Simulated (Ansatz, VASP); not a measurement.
One calculation of InP, two programs

```
In P
1.0
     0.00000    2.85500    2.88355
     2.85500    0.00000    2.88355
     2.85500    2.85500    0.00000
In P
1 1
Direct
  0.00000 0.00000 0.00000
  0.50000 0.50000 0.50000
```

Change from the starting cell: zz strain of +1 %.

Alike in both runs: task single point; functional PBE; k mesh 11 × 11 × 11; occupations fermi-dirac, width 0.03 eV; no spin polarisation.

|  | VASP | Ansatz |
| --- | --- | --- |
| version | VASP 6.6.1 | Ansatz 0.2.0 |
| potentials or method | VASP PAW PBE potentials, release 64 (In_d, P), cutoff 520 eV | all-electron LAPW, scalar-relativistic |

Ansatz gave:

* pressure (GPa): -5.8
* traceless stress, the component that is largest in VASP (GPa): -0.50

Task: Which values does VASP return?

Result: Pressure (GPa): -5.8; traceless stress, the component that is largest in VASP (GPa): -0.49.

Ansatz ran all-electron here, and VASP with PAW potentials.
